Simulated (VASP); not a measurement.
O: electric field gradients with PBE

Crystal: O.

```
CELL_PARAMETERS angstrom
1.42335 0.82177 3.40830
-1.42335 0.82177 3.40830
0.00000 -1.64354 3.40830
ATOMIC_POSITIONS crystal
O 0.05770 0.05770 0.05770
O 0.94230 0.94230 0.94230
```

```yaml
Program: VASP 6.6.1
Task: electric field gradients
Functional: PBE
Potentials_or_basis: VASP PAW PBE potentials, release 64 (O)
Cutoff: 520 eV
k_mesh: 5 × 5 × 5
Occupations: fermi-dirac, width 0.02 eV
Spin: no spin polarisation
Dipole_correction: no
Further_INCAR_settings: ALGO = Normal; EDIFF = 1e-08; NBANDS = 13
```

```yaml
Pressure: 9.6 GPa
Largest_force: 4.337 eV/Å
Band_gap_on_the_k_mesh: zero (band 6 reaches 1.22 eV, above the bottom of band 7 at 0.16 eV)
```

Forces on the atoms (eV/Å):
```
O    0.000  0.000  4.337
O    0.000  0.000 -4.337
```

Stress tensor (GPa, compression positive):
```
-5.45  0.00  0.00
 0.00 -5.45  0.00
 0.00  0.00 39.65
```

Levels at points of the mesh, in eV from the Fermi level:
| k point | band 3 | band 4 | band 5 | band 6 | band 7 | band 8 | band 9 | band 10 |
| --- | --- | --- | --- | --- | --- | --- | --- | --- |
| (0.00, 0.00, 0.00) | -9.19 | -6.63 | -6.63 | 0.52 | 0.52 | 8.25 | 11.68 | 14.98 |

Electric field gradients, principal values (V/Å²):
| atom | least | middle | greatest (by size) |
| --- | --- | --- | --- |
| 1 O | -59.486 | -59.486 | 118.972 |
| 2 O | -59.486 | -59.486 | 118.972 |

Wall time 6.7 s on 1 thread of Intel(R) Xeon(R) 6975P-C (Granite Rapids), with other jobs on the host, peak memory 0.14 GiB.

Caveat: the k points lie up to 0.52 Å⁻¹ apart; the standard files for N, O and F lose accuracy on very short bonds; spin is off for a triplet molecule; without QUAD_EFG the Cq values of the log hold for a quadrupole moment of 1 mb, not for the nuclei; forces of over 1 eV/Å act on the atoms, so gaps and moduli don't describe the material at rest.
